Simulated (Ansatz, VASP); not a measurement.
One calculation of GdO, two programs

```
CELL_PARAMETERS angstrom
3.03252 0.00000 0.00000
0.00000 3.03252 0.00000
0.00000 0.00000 3.03252
ATOMIC_POSITIONS crystal
Gd 0.00000 0.00000 0.00000
O 0.50000 0.50000 0.50000
```

Alike in both runs: task single point; functional PBE; k mesh 10 × 10 × 10; occupations gaussian, width 0.05 eV; collinear spin; Hubbard terms Gd f U = 6.0 eV.

|  | VASP | Ansatz |
| --- | --- | --- |
| version | VASP 6.6.1 | Ansatz 0.2.0 |
| potentials or method | VASP PAW PBE potentials, release 64 (Gd, O), cutoff 520 eV | scalar-relativistic, plane waves, PAW |
| valence electrons in the cell | 24 | 24 |

```tsv
	VASP	Ansatz	Ansatz less VASP
gap on the k mesh at the Fermi level (eV)	none	none	-
pressure (GPa)	-0.2	0.0	+0.15
net moment per atom (μB)	3.76	3.75	-0.003
size of the moment on the site where the two differ most (μB)	7.12	7.18	+0.064
```

Site moments also hang on the region over which each program counts them. The programs project onto different local orbitals, so the same U acts differently, and such runs can settle in different states. A gap of «none» marks a metal or a gap that the smearing closes. Ansatz's warnings: filled band counts differ across k points.

Spin-orbit coupling is off throughout.
